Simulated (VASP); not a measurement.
Input of a VASP 6.6.1 run:

Contents of POSCAR:

```
NiO
1.0
    2.0942984958      2.0942984958      0.0000000000
   -2.0942984958      2.0942984958      0.0000000000
    0.0000000000      0.0000000000      4.0210531119
Ni O
2 2
Direct
    0.0000000000      0.0000000000      0.0000000000
    0.5000000000      0.5000000000      0.5000000000
    0.5000000000      0.5000000000      0.0000000000
    0.0000000000      0.0000000000      0.5000000000
```

File INCAR.step1:

```
PREC     = Accurate       # precision mode
ENCUT    = 520            # plane-wave cutoff, eV
ISMEAR   = 0              # smearing method
SIGMA    = 0.02           # smearing width, eV
LREAL    = False          # projectors in reciprocal space
LASPH    = True           # aspherical terms in the spheres
NELM     = 150            # most SCF steps
ISPIN    = 2              # spin polarisation
MAGMOM   = 1.84 1.84 0.31 0.31 # initial moments
LMAXMIX  = 4              # l up to which the mixer works
NBANDS   = 28             # bands
GGA      = PE             # functional
ALGO     = Normal         # electronic algorithm
EDIFF    = 1E-4           # SCF threshold, eV
LWAVE    = True           # write WAVECAR
LCHARG   = False          # write CHGCAR
```

The input INCAR.step2:

```
PREC     = Accurate       # precision mode
ENCUT    = 520            # plane-wave cutoff, eV
EDIFF    = 1E-7           # SCF threshold, eV
ISMEAR   = 0              # smearing method
SIGMA    = 0.02           # smearing width, eV
LREAL    = False          # projectors in reciprocal space
LASPH    = True           # aspherical terms in the spheres
NELM     = 150            # most SCF steps
ALGO     = Normal         # electronic algorithm
ISIF     = 2              # what is computed and relaxed
LWAVE    = False          # write WAVECAR
LCHARG   = True           # write CHGCAR
ISPIN    = 2              # spin polarisation
MAGMOM   = 1.84 1.84 0.31 0.31 # initial moments
LORBIT   = 11             # projections on sites
LMAXMIX  = 4              # l up to which the mixer works
METAGGA  = R2SCAN         # meta-GGA
LMIXTAU  = True         
LELF     = True           # ELF
LVHAR    = True         
NBANDS   = 28             # bands
ISTART   = 1
```

Contents of KPOINTS:

```
Automatic mesh
0
Gamma
  10 10 8
```

Potentials or basis: VASP PAW PBE potentials, release 64 (Ni, O).

Launch:

```bash
$ cat potpaw_PBE.64/Ni/POTCAR potpaw_PBE.64/O/POTCAR > POTCAR
$ cp INCAR.step1 INCAR
$ mpirun -np 1 vasp_std > vasp.out
$ cp INCAR.step2 INCAR
$ mpirun -np 1 vasp_std > vasp.out
```

**Question.** What does it give for the pressure?

**Answer.** 10.5 GPa.

**Question.** Estimate the net moment.

**Answer.** 4.00 μB per cell.

**Question.** What does it give for the band gap on the k mesh?

**Answer.** 0.36 eV.

Stress tensor (GPa, compression positive):
```
 5.84  0.00  0.00
 0.00  5.84  0.00
 0.00  0.00 19.80
```

Caveat: the cell differs from its parent crystal (strain along c alone, the other axes held: -4.0 %); the stress differs along the axes, from 6 to 20 GPa; semilocal functionals underestimate gaps, and a narrow one can read as zero; the PAW data sets were made with another functional, which shifts forces and pressure a little. A k mesh can miss the band edges.
